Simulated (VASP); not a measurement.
# LaFeGe (P-6m2) in VASP: notebook, part 2 of 2

VASP 6.6.1. Earlier steps stand in the parts before.

## Step 3: Single point, PBE, collinear spin, ferromagnetic start

The input, INCAR:

```
ALGO = Normal ; EDIFF = 1E-6
ENCUT = 600 ; GGA = PE
GGA_COMPAT = False ; ISIF = 2
ISMEAR = -1 ; ISPIN = 2
LASPH = True ; LCHARG = False
LMAXMIX = 6 ; LORBIT = 11
LREAL = False ; LWAVE = False
MAGMOM = 0 0 0.8 ; NBANDS = 32
NELM = 200 ; NUPDOWN = 0.8
PREC = Accurate ; SIGMA = 0.05
```

The input, KPOINTS:

```
k-points
0
Gamma
  6 6 5
```

The input, POSCAR:

```
LaFeGe
1.0
    4.2318077991      0.0000000000      0.0000000000
   -2.1159038996      3.6648530580      0.0000000000
    0.0000000000      0.0000000000      4.2857840000
La Ge Fe
1 1 1
Direct
    0.0000000000      0.0000000000      0.0000000000
    0.6666666667      0.3333333333      0.5000000000
    0.3333333333      0.6666666667      0.5000000000
```

Potentials or basis: VASP PAW PBE potentials, release 64 (La, Ge_d, Fe_sv).

Launch:

```
> cat potpaw_PBE.64/La/POTCAR potpaw_PBE.64/Ge_d/POTCAR potpaw_PBE.64/Fe_sv/POTCAR > POTCAR
> mpirun -np 1 vasp_std > vasp.out
```

OUTCAR:

```text
EDIFF = 1E-6
   ENCUT = 600
   GGA = PE
   ISIF = 2
   ISMEAR = -1
   ISPIN = 2
   LASPH = True
   LORBIT = 11
   LREAL = False
   NELM = 200
   NUPDOWN = 0.8
   PREC = Accurate

 ion  position               nearest neighbor table
   1  0.000  0.000  0.000-   2 3.25   2 3.25   2 3.25   2 3.25   2 3.25   2 3.25
   2  0.667  0.333  0.500-   3 2.44   3 2.44   3 2.44   1 3.25   1 3.25   1 3.25   1 3.25   1 3.25
                             1 3.25
   3  0.333  0.667  0.500-   2 2.44   2 2.44   2 2.44

  LATTYP: Found a hexagonal cell.
 ALAT       =     4.2318077991
 C/A-ratio  =     1.0127548801

  Lattice vectors:

 A1 = (   4.2318077991,   0.0000000000,   0.0000000000)
 A2 = (  -2.1159038996,   3.6648530580,   0.0000000000)
 A3 = (   0.0000000000,   0.0000000000,   4.2857840000)

Analysis of symmetry for initial positions (statically):
=====================================================================
 Subroutine PRICEL returns:
 Original cell was already a primitive cell.

 Routine SETGRP: Setting up the symmetry group for a
 hexagonal supercell.

 Subroutine GETGRP returns: Found 12 space group operations
 (whereof 12 operations were pure point group operations)
 out of a pool of 24 trial point group operations.

The static configuration has the point symmetry D_3h.

Analysis of symmetry for dynamics (positions and initial velocities):
=====================================================================
 Subroutine PRICEL returns:
 Original cell was already a primitive cell.

 Routine SETGRP: Setting up the symmetry group for a
 hexagonal supercell.

 Subroutine GETGRP returns: Found 12 space group operations
 (whereof 12 operations were pure point group operations)
 out of a pool of 24 trial point group operations.

The dynamic configuration has the point symmetry D_3h.

Analysis of structural, dynamic, and magnetic symmetry:
=====================================================================
 Subroutine PRICEL returns:
 Original cell was already a primitive cell.

 Routine SETGRP: Setting up the symmetry group for a
 hexagonal supercell.

 Subroutine GETGRP returns: Found 12 space group operations
 (whereof 12 operations were pure point group operations)
 out of a pool of 24 trial point group operations.

The overall configuration has the point symmetry D_3h.

 Subroutine INISYM returns: Found 12 space group operations
 (whereof 12 operations are pure point group operations),
 and found     1 'primitive' translations

----------------------------------------------------------------------------------------

                                     Primitive cell

  volume of cell :      66.4680

  direct lattice vectors                    reciprocal lattice vectors
     4.231807799  0.000000000  0.000000000     0.236305628  0.136431118  0.000000000
    -2.115903900  3.664853058  0.000000000     0.000000000  0.272862236  0.000000000
     0.000000000  0.000000000  4.285784000     0.000000000  0.000000000  0.233329538

  length of vectors
     4.231807799  4.231807799  4.285784000     0.272862236  0.272862236  0.233329538

  position of ions in fractional coordinates (direct lattice)
     0.000000000  0.000000000  0.000000000
     0.666666667  0.333333333  0.500000000
[... 72 lines left out ...]
   LASPH  =      T    aspherical Exc in radial PAW
   ENCUT  =  600.0 eV  44.10 Ry    6.64 a.u.   8.45  8.45  8.56*2*pi/ulx,y,z
   NELM   =    200;   NELMIN=  2; NELMDL= -5     # of ELM steps
   EDIFF  = 0.1E-05   stopping-criterion for ELM
   LREAL  =      F    real-space projection
   EDIFFG = 0.1E-04   stopping-criterion for IOM
   NSW    =      0    number of steps for IOM
   IBRION =     -1    ionic relax: 0-MD 1-quasi-New 2-CG
   NFREE  =      0    steps in history (QN), initial steepest desc. (CG)
   ISIF   =      2    stress and relaxation
   ISYM   =      2    0-nonsym 1-usesym 2-fastsym
   POTIM  = 0.5000    time-step for ionic-motion
   TEBEG  =    0.0;   TEEND  =   0.0 temperature during run
   PSTRESS=    0.0 pullay stress
   NELECT =      41.0000    total number of electrons
   NUPDOWN=       0.8000    fix difference up-down
   EMIN   =  10.00;   EMAX   =-10.00  energy-range for DOS
   EFERMI =   0.00;   METHOD = LEGACY
   ISMEAR =    -1;   SIGMA  =   0.05  broadening in eV -4-tet -1-fermi 0-gaus
   EFERMI_NEDOS =   21; number of points for ismear=-14 and -15
   IALGO  =     38    algorithm
   IMIX   =      4    mixing-type and parameters
     AMIX     =   0.40;   BMIX     =  1.00
     AMIX_MAG =   1.60;   BMIX_MAG =  1.00
  volume/ion in A,a.u.               =      22.16       149.52
  Fermi-wavevector in a.u.,A,eV,Ry     =   1.393580  2.633484 26.423396  1.942065
  Thomas-Fermi vector in A             =   2.517212
   LORBIT       =     11    0 simple, 1 ext, 2 COOP (PROOUT), +10 PAW based schemes
   GGA     = PE    functional components
   LHFCALC =     F    Hartree Fock is set to
   AEXX    =    0.0000 exact exchange contribution
   IVDW    =     0    specifies the selected vdW correction
   LEPSILON=     F    determine dielectric tensor
   LRPA    =     F    only Hartree local field effects (RPA)
 spin polarized calculation
  energy-cutoff  :      600.00
  volume of cell :       66.47
 maximum number of plane-waves:      2255
 NGX is ok and might be reduce to    36
   NGX = 17   NGY = 17   NGZ = 17

 number of electron      40.9999992 magnetization       0.8000001

 Free energy of the ion-electron system (eV)
  ---------------------------------------------------
  ext. energy  EPLUGINS =         0.00000000
  ---------------------------------------------------
  free energy    TOTEN  =       -18.73293792 eV

  energy without entropy =      -18.70409337  energy(sigma->0) =      -18.71851564

 E-fermi :   8.1551     XC(G=0): -10.7838

 val. band max:        8.1161510560   @ k =   0.3333   0.1667   0.4000
 cond. band min:       7.9001134420   @ k =   0.3333  -0.0000   0.2000
 fundamental gap:     -0.2160376139
 Fermi energy:         7.9000421185

 spin component 1

 k-point     1 :       0.0000    0.0000    0.0000
  band No.  band energies     occupation
      1     -79.0053      1.00000
      2     -45.1210      1.00000
      3     -45.1210      1.00000
      4     -45.0018      1.00000
      5     -24.2675      1.00000
      6     -15.8228      1.00000
[... 724 lines left out ...]
     31      12.6500      0.00000
     32      12.6662      0.00000
 Fermi energy:         8.1551412608

 spin component 2

 k-point     1 :       0.0000    0.0000    0.0000
  band No.  band energies     occupation
      1     -77.5917      1.00000
      2     -43.7498      1.00000
      3     -43.7498      1.00000
      4     -43.6019      1.00000
      5     -24.3361      1.00000
      6     -15.8330      1.00000
[... 724 lines left out ...]
     31      12.4997      0.00000
     32      12.6734      0.00000

------------------------ aborting loop because EDIFF is reached ----------------------------------------

  FORCE on cell =-STRESS in cart. coord.  units (eV):
  Direction    XX          YY          ZZ          XY          YZ          ZX
  --------------------------------------------------------------------------------------
  -------------------------------------------------------------------------------------
  Total       -1.4598075     -1.4598075     -0.9531767      0.0000000      0.0000000      0.0000000
  in kB      -35.1879027    -35.1879027    -22.9758301      0.0000000      0.0000000      0.0000000
  external PRESSURE =     -31.1172118 kB  Pullay stress =       0.0000000 kB

 VOLUME and BASIS-vectors are now :
 -----------------------------------------------------------------------------
  energy-cutoff  :      600.00
  volume of cell :       66.47
      direct lattice vectors                 reciprocal lattice vectors
     4.231807799  0.000000000  0.000000000     0.236305628  0.136431118  0.000000000
    -2.115903900  3.664853058  0.000000000     0.000000000  0.272862236  0.000000000
     0.000000000  0.000000000  4.285784000     0.000000000  0.000000000  0.233329538

 POSITION                                       TOTAL-FORCE (eV/Angst)
 -----------------------------------------------------------------------------------
      0.00000      0.00000      0.00000         0.000000     -0.000000      0.000000
      2.11590      1.22162      2.14289         0.000000     -0.000000      0.000000
     -0.00000      2.44324      2.14289        -0.000000      0.000000      0.000000
 -----------------------------------------------------------------------------------
    total drift:                                0.000001     -0.000001     -0.000000

  FREE ENERGIE OF THE ION-ELECTRON SYSTEM (eV)
  ---------------------------------------------------
  free  energy   TOTEN  =       -18.7329379197 eV

  energy  without entropy=      -18.7040933678  energy(sigma->0) =      -18.71851564

 total charge

# of ion       s       p       d       f       tot
--------------------------------------------------
    1        2.027   5.640   0.706   0.140   8.512
    2        1.134   1.277  10.022   0.000  12.433
    3        2.173   5.989   5.637   0.000  13.800
--------------------------------------------------
tot          5.334  12.906  16.365   0.140  34.745

 magnetization (x)

# of ion       s       p       d       f       tot
--------------------------------------------------
    1       -0.004  -0.008  -0.105  -0.024  -0.142
    2       -0.002  -0.067  -0.005   0.000  -0.074
    3        0.007  -0.000   1.205   0.000   1.211
--------------------------------------------------
tot          0.001  -0.076   1.095  -0.024   0.996
```

OSZICAR:

```text
N       E                     dE             d eps       ncg     rms          rms(c)
DAV:   1     0.534524254982E+03    0.53452E+03   -0.20891E+04  3368   0.294E+03
DAV:   2     0.729444916680E+02   -0.46158E+03   -0.42866E+03  2696   0.675E+02
DAV:   3    -0.137991400482E+02   -0.86744E+02   -0.82713E+02  3040   0.243E+02
DAV:   4    -0.207924963059E+02   -0.69934E+01   -0.68098E+01  4344   0.788E+01
DAV:   5    -0.212294105343E+02   -0.43691E+00   -0.43568E+00  4608   0.153E+01    0.209E+01
DAV:   6    -0.504662171030E+02   -0.29237E+02   -0.29973E+02  4496   0.117E+02    0.967E+01
DAV:   7    -0.249465534773E+02    0.25520E+02   -0.38491E+01  3368   0.685E+01    0.275E+01
DAV:   8    -0.187310910538E+02    0.62155E+01   -0.29169E+01  4472   0.312E+01    0.484E+00
DAV:   9    -0.187859803614E+02   -0.54889E-01   -0.12272E+00  4392   0.674E+00    0.390E+00
DAV:  10    -0.187421408953E+02    0.43839E-01   -0.55045E-01  4496   0.471E+00    0.302E+00
DAV:  11    -0.187331536832E+02    0.89872E-02   -0.25734E-01  4704   0.237E+00    0.140E+00
DAV:  12    -0.187326290808E+02    0.52460E-03   -0.28949E-02  4080   0.107E+00    0.106E+00
DAV:  13    -0.187328583856E+02   -0.22930E-03   -0.71957E-02  4320   0.153E+00    0.486E-01
DAV:  14    -0.187329138313E+02   -0.55446E-04   -0.74846E-03  4248   0.714E-01    0.249E-01
DAV:  15    -0.187329495773E+02   -0.35746E-04   -0.71548E-04  4576   0.189E-01    0.169E-01
DAV:  16    -0.187329440039E+02    0.55734E-05   -0.29897E-04  4592   0.929E-02    0.106E-01
DAV:  17    -0.187329379767E+02    0.60272E-05   -0.61094E-05  4384   0.438E-02    0.531E-02
DAV:  18    -0.187329379197E+02    0.56945E-07   -0.80581E-06  4280   0.211E-02
   1 F= -.18732938E+02 E0= -.18718516E+02  d E =-.288446E-01  mag=     0.8000
```

stdout:

```text
POSCAR found type information on POSCAR LaGeFe
 POSCAR found :  3 types and       3 ions
 scaLAPACK will be used
 LDA part: xc-table for (Slater+PW92), standard interpolation
 POSCAR, INCAR and KPOINTS ok, starting setup
 FFT: planning ... GRIDC
 FFT: planning ... GRID_SOFT
 FFT: planning ... GRID
 WAVECAR not read
 entering main loop
```

It took 2.4 min on 1 thread of Intel Xeon Platinum 8488C (Sapphire Rapids), shared host; peak memory 0.31 GiB.

Results:

```
Free energy                                           : -18.7329 eV
Pressure                                              : -3.1 GPa
Net moment                                            : 0.80 μB per cell
Site moments                                          : La -0.14; Ge -0.07; Fe +1.21 μB
Valence electrons inside the program's atomic spheres : La 8.51; Ge 12.43; Fe 13.80
```

Caveat: the cell stands under tension; spin-orbit coupling is left out, which moves the levels of the heavy elements; the total moment is fixed, so each spin has its own Fermi level.

## Step 4: Single point, PBE, collinear spin, ferromagnetic start

The input, INCAR:

```
PREC = Accurate
ENCUT = 600
EDIFF = 1E-6
ISMEAR = -1
SIGMA = 0.05
LREAL = False
LASPH = True
NELM = 200
ALGO = Normal
ISIF = 2
LWAVE = False
LCHARG = True
ISPIN = 2
MAGMOM = 0 0 1.5
LORBIT = 11
NUPDOWN = 1.5
LMAXMIX = 6
GGA = PE
LELF = True
LVHAR = True
NBANDS = 32
GGA_COMPAT = False
```

The input, KPOINTS:

```
Automatic mesh
0
Gamma
  6 6 5
```

POSCAR is that of step 3.

Launch:

```
> cat potpaw_PBE.64/La/POTCAR potpaw_PBE.64/Ge_d/POTCAR potpaw_PBE.64/Fe_sv/POTCAR > POTCAR
> mpirun -np 1 vasp_std > vasp.out
```

It took 88 s on 1 thread of Intel Xeon 6975P-C (Granite Rapids), shared host; peak memory 0.31 GiB.

The run converged. Its results:

```yaml
Free_energy: -18.8059 eV
Pressure: -1.7 GPa
Net_moment: 1.50 μB per cell
Site_moments: La -0.12; Ge -0.05; Fe +1.73 μB
Valence_electrons_inside_the_program's_atomic_spheres: La 8.51; Ge 12.44; Fe 13.79
```

Stress tensor (GPa, compression positive):
```
-1.75  0.00  0.00
 0.00 -1.75  0.00
 0.00  0.00 -1.60
```

Caveat: spin-orbit coupling is left out, which moves the levels of the heavy elements; the total moment is fixed, so each spin has its own Fermi level.

## Step 5: Overview

| fixed moment (μB) | pressure (GPa) | moment (μB) |
| --- | --- | --- |
| 3.0 | 0.7 | 3.00 |
| 0.8 | -3.1 | 0.80 |
| 1.5 | -1.7 | 1.50 |

Alike in all rows: task single point; level PBE; potentials or basis VASP PAW PBE potentials, release 64 (La, Ge_d, Fe_sv); spin collinear, ferromagnetic start; cell as given; k mesh 6 × 6 × 5; cutoff (eV) 600; smearing fermi-dirac 0.05 eV.

Caveats: spin-orbit coupling is left out, which moves the levels of the heavy elements; the total moment is fixed, so each spin has its own Fermi level; the cell stands under tension (at least some runs).

Total energies depend on the potentials used, so only differences within one code and one set of settings carry meaning.
